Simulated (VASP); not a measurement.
# Zn (P6_3/mmc) in VASP: further runs

Zn is run at these levels: PBEsol; tasks: single point, relaxation of volume and atoms at fixed shape.

Everything below comes from runs of VASP 6.6.1. Logs are shortened: lines on timing, memory, paths and dates and some standing lists are left out, and cuts for length are marked.

**1. The cell of the first run**

The structure is hexagonal, space group P6_3/mmc (No. 194). The conventional cell has a = 2.601 Å, b = 2.601 Å, c = 4.838 Å, α = 90.00°, β = 90.00°, γ = 120.00°. Within 3.4 Å of Zn (site symmetry -6m2) lie 12 Zn at 2.60 to 2.85 Å.

**2. Single point, PBEsol**

File INCAR:

```
SYSTEM = Zn
  ALGO = Normal
  EDIFF = 1E-6
  ENCUT = 520
  GGA = PS
  ISIF = 2
  ISMEAR = -1
  LASPH = .TRUE.
  LCHARG = .TRUE.
  LELF = .TRUE.
  LREAL = .FALSE.
  LVHAR = .TRUE.
  LWAVE = .FALSE.
  NBANDS = 19
  NELM = 80
  PREC = Accurate
  SIGMA = 0.05
```

File KPOINTS:

```
k-points
0
G
  7 7 4
  0 0 0
```

File POSCAR:

```
Zn
1.0
    2.6011821138      0.0000000000      0.0000000000
   -1.3005910569      2.2526897904      0.0000000000
    0.0000000000      0.0000000000      4.8380038866
Zn
2
Direct
    0.3333333333      0.6666666667      0.2500000000
    0.6666666667      0.3333333333      0.7500000000
```

Potentials or basis: VASP PAW PBE potentials, release 64 (Zn).

Run with:

```
cat potpaw_PBE.64/Zn/POTCAR > POTCAR
mpirun -np 1 vasp_std > vasp.out
```

OUTCAR:

```text
SYSTEM = Zn
   EDIFF = 1E-6
   ENCUT = 520
   GGA = PS
   ISIF = 2
   ISMEAR = -1
   LASPH = .TRUE.
   LREAL = .FALSE.
   NELM = 80
   PREC = Accurate

 ion  position               nearest neighbor table
   1  0.333  0.667  0.250-   2 2.85   2 2.85   2 2.85   2 2.85   2 2.85   2 2.85
   2  0.667  0.333  0.750-   1 2.85   1 2.85   1 2.85   1 2.85   1 2.85   1 2.85

  LATTYP: Found a hexagonal cell.
 ALAT       =     2.6011821138
 C/A-ratio  =     1.8599250936

  Lattice vectors:

 A1 = (   2.6011821138,   0.0000000000,   0.0000000000)
 A2 = (  -1.3005910569,   2.2526897904,   0.0000000000)
 A3 = (   0.0000000000,   0.0000000000,   4.8380038866)

Analysis of symmetry for initial positions (statically):
=====================================================================
 Subroutine PRICEL returns:
 Original cell was already a primitive cell.

 Routine SETGRP: Setting up the symmetry group for a
 hexagonal supercell.

 Subroutine GETGRP returns: Found 24 space group operations
 (whereof 12 operations were pure point group operations)
 out of a pool of 24 trial point group operations.

The static configuration has the point symmetry D_3d.
 The point group associated with its full space group is D_6h.

Analysis of symmetry for dynamics (positions and initial velocities):
=====================================================================
 Subroutine PRICEL returns:
 Original cell was already a primitive cell.

 Routine SETGRP: Setting up the symmetry group for a
 hexagonal supercell.

 Subroutine GETGRP returns: Found 24 space group operations
 (whereof 12 operations were pure point group operations)
 out of a pool of 24 trial point group operations.

The dynamic configuration has the point symmetry D_3d.
 The point group associated with its full space group is D_6h.

 Subroutine INISYM returns: Found 24 space group operations
 (whereof 12 operations are pure point group operations),
 and found     1 'primitive' translations

----------------------------------------------------------------------------------------

                                     Primitive cell

  volume of cell :      28.3490

  direct lattice vectors                    reciprocal lattice vectors
     2.601182114  0.000000000  0.000000000     0.384440595  0.221956881  0.000000000
[... 79 lines left out ...]
   ISPIN  =      1    spin polarized calculation?
   LNONCOLLINEAR =      F non collinear calculations
   LSORBIT =      F    spin-orbit coupling
   LASPH  =      T    aspherical Exc in radial PAW
   ENCUT  =  520.0 eV  38.22 Ry    6.18 a.u.   4.84  4.84  9.00*2*pi/ulx,y,z
   NELM   =     80;   NELMIN=  2; NELMDL= -5     # of ELM steps
   EDIFF  = 0.1E-05   stopping-criterion for ELM
   LREAL  =      F    real-space projection
   EDIFFG = 0.1E-04   stopping-criterion for IOM
   NSW    =      0    number of steps for IOM
   IBRION =     -1    ionic relax: 0-MD 1-quasi-New 2-CG
   NFREE  =      0    steps in history (QN), initial steepest desc. (CG)
   ISIF   =      2    stress and relaxation
   ISYM   =      2    0-nonsym 1-usesym 2-fastsym
   POTIM  = 0.5000    time-step for ionic-motion
   TEBEG  =    0.0;   TEEND  =   0.0 temperature during run
   PSTRESS=    0.0 pullay stress
   NELECT =      24.0000    total number of electrons
   NUPDOWN=      -1.0000    fix difference up-down
   EMIN   =  10.00;   EMAX   =-10.00  energy-range for DOS
   EFERMI =   0.00;   METHOD = LEGACY
   ISMEAR =    -1;   SIGMA  =   0.05  broadening in eV -4-tet -1-fermi 0-gaus
   EFERMI_NEDOS =   21; number of points for ismear=-14 and -15
   IALGO  =     38    algorithm
   IMIX   =      4    mixing-type and parameters
     AMIX     =   0.40;   BMIX     =  1.00
     AMIX_MAG =   1.60;   BMIX_MAG =  1.00
  volume/ion in A,a.u.               =      14.17        95.65
  Fermi-wavevector in a.u.,A,eV,Ry     =   1.548695  2.926608 32.632962  2.398455
  Thomas-Fermi vector in A             =   2.653608
   LORBIT       =      0    0 simple, 1 ext, 2 COOP (PROOUT), +10 PAW based schemes
   GGA     = PS    functional components
   LHFCALC =     F    Hartree Fock is set to
   AEXX    =    0.0000 exact exchange contribution
   IVDW    =     0    specifies the selected vdW correction
   LEPSILON=     F    determine dielectric tensor
   LRPA    =     F    only Hartree local field effects (RPA)
 non-spin polarized calculation
  energy-cutoff  :      520.00
  volume of cell :       28.35
 maximum number of plane-waves:       774
 NGX is ok and might be reduce to    20
   NGX =  9   NGY =  9   NGZ = 17

 number of electron      24.0000028 magnetization

 Free energy of the ion-electron system (eV)
  ---------------------------------------------------
  ext. energy  EPLUGINS =         0.00000000
  ---------------------------------------------------
  free energy    TOTEN  =        -3.23479743 eV

  energy without entropy =       -3.23208513  energy(sigma->0) =       -3.23344128

 E-fermi :   3.6649     XC(G=0): -12.0745

 val. band max:        3.5630634379   @ k =   0.2857   0.1429   0.0000
 cond. band min:       3.7376255377   @ k =   0.0000   0.0000   0.2500
 fundamental gap:      0.1745620998
 Fermi energy:         3.6649075161

 k-point     1 :       0.0000    0.0000    0.0000
  band No.  band energies     occupation
      1      -7.5367      2.00000
      2      -5.4764      2.00000
      3      -4.6581      2.00000
      4      -4.3854      2.00000
      5      -4.3854      2.00000
      6      -4.3278      2.00000
[... 505 lines left out ...]
      6      -4.3593      2.00000
[... 11 lines left out ...]
     18      14.9754      0.00000
     19      19.4564      0.00000

------------------------ aborting loop because EDIFF is reached ----------------------------------------

  FORCE on cell =-STRESS in cart. coord.  units (eV):
  Direction    XX          YY          ZZ          XY          YZ          ZX
  --------------------------------------------------------------------------------------
  -------------------------------------------------------------------------------------
  Total        0.0684756      0.0684756      0.1267378      0.0000000     -0.0000000      0.0000000
  in kB        3.8699741      3.8699741      7.1627284      0.0000000     -0.0000000      0.0000000
  external PRESSURE =       4.9675589 kB  Pullay stress =       0.0000000 kB

 VOLUME and BASIS-vectors are now :
 -----------------------------------------------------------------------------
  energy-cutoff  :      520.00
  volume of cell :       28.35
      direct lattice vectors                 reciprocal lattice vectors
     2.601182114  0.000000000  0.000000000     0.384440595  0.221956881  0.000000000
    -1.300591057  2.252689790  0.000000000     0.000000000  0.443913762  0.000000000
     0.000000000  0.000000000  4.838003887     0.000000000  0.000000000  0.206696816

 POSITION                                       TOTAL-FORCE (eV/Angst)
 -----------------------------------------------------------------------------------
     -0.00000      1.50179      1.20950         0.000000      0.000000      0.000000
      1.30059      0.75090      3.62850        -0.000000     -0.000000      0.000000
 -----------------------------------------------------------------------------------
    total drift:                               -0.000000      0.000000      0.000000

  FREE ENERGIE OF THE ION-ELECTRON SYSTEM (eV)
  ---------------------------------------------------
  free  energy   TOTEN  =        -3.2347974304 eV

  energy  without entropy=       -3.2320851319  energy(sigma->0) =       -3.23344128
```

OSZICAR:

```text
N       E                     dE             d eps       ncg     rms          rms(c)
DAV:   1     0.111549928288E+03    0.11155E+03   -0.12399E+04   952   0.202E+03
DAV:   2     0.174930007170E+01   -0.10980E+03   -0.10575E+03   921   0.298E+02
DAV:   3    -0.353988829139E+01   -0.52892E+01   -0.52676E+01  1022   0.709E+01
DAV:   4    -0.357167218067E+01   -0.31784E-01   -0.31776E-01  1024   0.561E+00
DAV:   5    -0.357170830865E+01   -0.36128E-04   -0.36128E-04  1033   0.170E-01    0.480E+00
DAV:   6    -0.325860098719E+01    0.31311E+00   -0.12044E+00  1014   0.240E+01    0.337E+00
DAV:   7    -0.324260409054E+01    0.15997E-01   -0.43559E-02  1174   0.364E+00    0.175E+00
DAV:   8    -0.323483400449E+01    0.77701E-02   -0.21560E-03  1274   0.693E-01    0.565E-02
DAV:   9    -0.323479373325E+01    0.40271E-04   -0.26024E-04  1270   0.214E-01    0.335E-02
DAV:  10    -0.323479757145E+01   -0.38382E-05   -0.19395E-05   948   0.386E-02    0.270E-03
DAV:  11    -0.323479743038E+01    0.14107E-06   -0.46435E-07   569   0.109E-02
   1 F= -.32347974E+01 E0= -.32334413E+01  d E =-.271230E-02
```

stdout:

```text
POSCAR found type information on POSCAR Zn
 POSCAR found :  1 types and       2 ions
 scaLAPACK will be used
 -----------------------------------------------------------------------------
|                                                                             |
|                                                                             |
|     You enforced a specific xc type in the INCAR file but a different       |
|     I HOPE YOU KNOW WHAT YOU ARE DOING!                                     |
|                                                                             |
 -----------------------------------------------------------------------------

 LDA part: xc-table for (Slater+PW92), standard interpolation
 POSCAR, INCAR and KPOINTS ok, starting setup
 FFT: planning ... GRIDC
 FFT: planning ... GRID_SOFT
 FFT: planning ... GRID
 WAVECAR not read
 entering main loop
```

Run time: 9.3 s. Hardware: 1 thread of Intel Xeon Platinum 8259CL at 2.50GHz (Skylake/Cascade Lake), shared host; peak memory 0.14 GiB.

What came out:

- Free energy: -3.2348 eV
- Pressure: 0.5 GPa
- Band gap on the k mesh: zero (band 12 reaches 4.93 eV, above the bottom of band 13 at 0.46 eV)

Stress tensor (GPa, compression positive):
```
0.39 0.00 0.00
0.00 0.39 0.00
0.00 0.00 0.72
```

Caveat: the k points lie up to 0.40 Å⁻¹ apart; the PAW data sets were made with another functional, which shifts forces and pressure a little.

**3. Relaxation of volume and atoms at fixed shape, PBEsol**

This run uses another cell than the first one, of 15.33 Å³/atom, 1.081 times its volume.

File INCAR:

```
SYSTEM = Zn
PREC     = Accurate       ! precision mode
ENCUT    = 600            ! plane-wave cutoff, eV
EDIFF    = 1E-7           ! SCF threshold, eV
ISMEAR   = -1             ! smearing method
SIGMA    = 0.05           ! smearing width, eV
LREAL    = .False.        ! projectors in reciprocal space
LASPH    = .True.         ! aspherical terms in the spheres
NELM     = 60             ! most SCF steps
ALGO     = Normal         ! electronic algorithm
ISIF     = 8              ! what is computed and relaxed
LWAVE    = .False.        ! write WAVECAR
LCHARG   = .False.        ! write CHGCAR
GGA      = PS             ! functional
IBRION   = 2              ! ionic algorithm
NSW      = 80             ! ionic steps
EDIFFG   = -0.01          ! ionic threshold
```

File KPOINTS:

```
regular mesh
0
Gamma
  7 7 4
  0 0 0
```

File POSCAR:

```
Zn
1.0
    2.6700000000      0.0000000000      0.0000000000
   -1.3350000000      2.3122878281      0.0000000000
    0.0000000000      0.0000000000      4.9660000000
Zn
2
Direct
    0.3333333333      0.6666666667      0.2500000000
    0.6666666667      0.3333333333      0.7500000000
```

Potentials or basis: VASP PAW PBE potentials, release 64 (Zn).

Run with:

```
cat potpaw_PBE.64/Zn/POTCAR > POTCAR
mpirun -np 1 vasp_std > vasp.out
```

OUTCAR:

```text
SYSTEM = Zn
   PREC = Accurate
   ENCUT = 600
   EDIFF = 1E-7
   ISMEAR = -1
   LREAL = .False.
   LASPH = .True.
   NELM = 60
   ISIF = 8
   GGA = PS
   IBRION = 2
   NSW = 80
   EDIFFG = -0.01

 ion  position               nearest neighbor table
   1  0.333  0.667  0.250-   2 2.92   2 2.92   2 2.92   2 2.92   2 2.92   2 2.92
   2  0.667  0.333  0.750-   1 2.92   1 2.92   1 2.92   1 2.92   1 2.92   1 2.92

  LATTYP: Found a hexagonal cell.
 ALAT       =     2.6700000000
 C/A-ratio  =     1.8599250936

  Lattice vectors:

 A1 = (   2.6700000000,   0.0000000000,   0.0000000000)
 A2 = (  -1.3350000000,   2.3122878281,   0.0000000000)
 A3 = (   0.0000000000,   0.0000000000,   4.9660000000)

Analysis of symmetry for initial positions (statically):
[... 182 lines left out ...]
  -------------------------------------------------------------------------------------
  Total       -1.2578281     -1.2578281     -0.8014943      0.0000000      0.0000000      0.0000000
  in kB      -65.7312681    -65.7312681    -41.8842912      0.0000000      0.0000000      0.0000000
  external PRESSURE =     -57.7822758 kB  Pullay stress =       0.0000000 kB
[... 59 lines left out ...]
--------------------------------------- Ionic step        3  -------------------------------------------

 number of electron      23.9999995 magnetization

 Free energy of the ion-electron system (eV)
  ---------------------------------------------------
  ext. energy  EPLUGINS =         0.00000000
  ---------------------------------------------------
  free energy    TOTEN  =        -3.23555611 eV

  energy without entropy =       -3.23285021  energy(sigma->0) =       -3.23420316

 E-fermi :   3.6303     XC(G=0): -12.0526

 val. band max:        3.5282966822   @ k =   0.2857   0.1429   0.0000
 cond. band min:       3.7039414327   @ k =   0.0000   0.0000   0.2500
 fundamental gap:      0.1756447505
 Fermi energy:         3.6303350105

 k-point     1 :       0.0000    0.0000    0.0000
  band No.  band energies     occupation
      1      -7.5336      2.00000
      2      -5.4874      2.00000
      3      -4.6761      2.00000
      4      -4.4055      2.00000
      5      -4.4055      2.00000
      6      -4.3484      2.00000
[... 474 lines left out ...]
  FREE ENERGIE OF THE ION-ELECTRON SYSTEM (eV)
  ---------------------------------------------------
  free  energy   TOTEN  =        -3.2355561150 eV

  energy  without entropy=       -3.2328502103  energy(sigma->0) =       -3.23420316

 reached required accuracy - stopping structural energy minimisation
```

OSZICAR:

```text
N       E                     dE             d eps       ncg     rms          rms(c)
DAV:   1     0.100715366209E+03    0.10072E+03   -0.13897E+04   792   0.260E+03
DAV:   2    -0.541191954657E+00   -0.10126E+03   -0.99211E+02   784   0.312E+02
DAV:   3    -0.347179288002E+01   -0.29306E+01   -0.29267E+01   952   0.648E+01
[... 26 lines left out ...]
DAV:   4    -0.323555275199E+01    0.59131E-03   -0.10690E-04  1104   0.196E-01    0.683E-03
DAV:   5    -0.323555528905E+01   -0.25371E-05   -0.13572E-05   840   0.323E-02    0.214E-03
DAV:   6    -0.323555590683E+01   -0.61778E-06   -0.16212E-07   680   0.405E-03    0.688E-04
DAV:   7    -0.323555613221E+01   -0.22537E-06   -0.16902E-08   472   0.169E-03    0.227E-04
DAV:   8    -0.323555611498E+01    0.17225E-07   -0.34706E-09   432   0.749E-04
   3 F= -.32355561E+01 E0= -.32342032E+01  d E =-.426656E-01
```

CONTCAR:

```text
Zn
   1.00000000000000
     2.6046764943388463    0.0000000000000000    0.0000000000000000
    -1.3023382471694231    2.2557160127332931    0.0000000000000000
     0.0000000000000000    0.0000000000000000    4.8445031726167453
  Zn
     2
Direct
     0.3333333332999970    0.6666666667000030    0.2500000000000000
     0.6666666667000030    0.3333333332999970    0.7500000000000000

  0.00000000E+00  0.00000000E+00  0.00000000E+00
  0.00000000E+00  0.00000000E+00  0.00000000E+00
```

It took 26 s on 1 thread of Intel Xeon Platinum 8259CL at 2.50GHz (Skylake/Cascade Lake), shared host; peak memory 0.16 GiB.

Results:

```yaml
Free_energy: -3.2356 eV
Relaxed_volume: 14.23 Å³/atom
Relaxed_cell: a = 2.605 Å, b = 2.605 Å, c = 4.845 Å, α = 90.00°, β = 90.00°, γ = 120.00°
Space_group_after_relaxing_to_0.05_Å: P6_3/mmc (No. 194)
Energy_gained_by_relaxing: 21.3 meV/atom
Ionic_steps: 3
Pressure_after_relaxing: 0.0 GPa
Band_gap_on_the_k_mesh: zero (band 12 reaches 4.90 eV, above the bottom of band 13 at 0.42 eV)
```

The path:
| step | energy change (eV) | largest force (eV/Å) | pressure (GPa) | volume (Å³) |
| --- | --- | --- | --- | --- |
| 1 | 0.0000 | 0.0000 | -5.78 | 30.66 |
| 2 | -0.0423 | 0.0000 | 0.66 | 28.27 |
| 3 | -0.0427 | 0.0000 | 0.02 | 28.46 |

Final structure:
```xyz
2
Lattice="2.6047 0.0000 0.0000 -1.3023 2.2557 0.0000 0.0000 0.0000 4.8445" Properties=species:S:1:pos:R:3 pbc="T T T"
Zn    0.0000    1.5038    1.2111
Zn    1.3023    0.7519    3.6334
```

Caveat: the k points lie up to 0.40 Å⁻¹ apart in the final cell; the PAW data sets were made with another functional, which shifts forces and pressure a little.
